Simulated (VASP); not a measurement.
Runs of VASP 6.6.1 on BAs. The structure is that of space group F-43m (No. 216), or close to it. The cells are those of the table. 

| cell | gap on the mesh (eV) | pressure (GPa) |
| --- | --- | --- |
| a = 3.581, b = 3.581, c = 3.513 Å, angles 60.6, 60.6, 58.7°, 2 atoms | 1.07 | -13.1 |
| a = 3.108 Å, angles 60.0°, 2 atoms | 0.90 | 63.3 |
| a = 3.446, b = 3.446, c = 3.378 Å, angles 60.7, 60.7, 58.7°, 2 atoms | 0.93 | (b) |
| a = 3.648 Å, angles 60.0°, 2 atoms | 1.38 | -17.5 |
| a = 3.513 Å, angles 60.0°, 2 atoms | 1.29 | (a) |

Alike in all rows: task single point; level PBE; potentials or basis VASP PAW PBE potentials, release 64 (B, As); no spin polarisation; k mesh 10 × 10 × 10; cutoff (eV) 520; smearing gaussian 0.05 eV.

Estimate the missing entries.

(a) -10.1; (b) -1.9.

A k mesh can miss the band edges, and the runs leave out spin-orbit coupling on As.
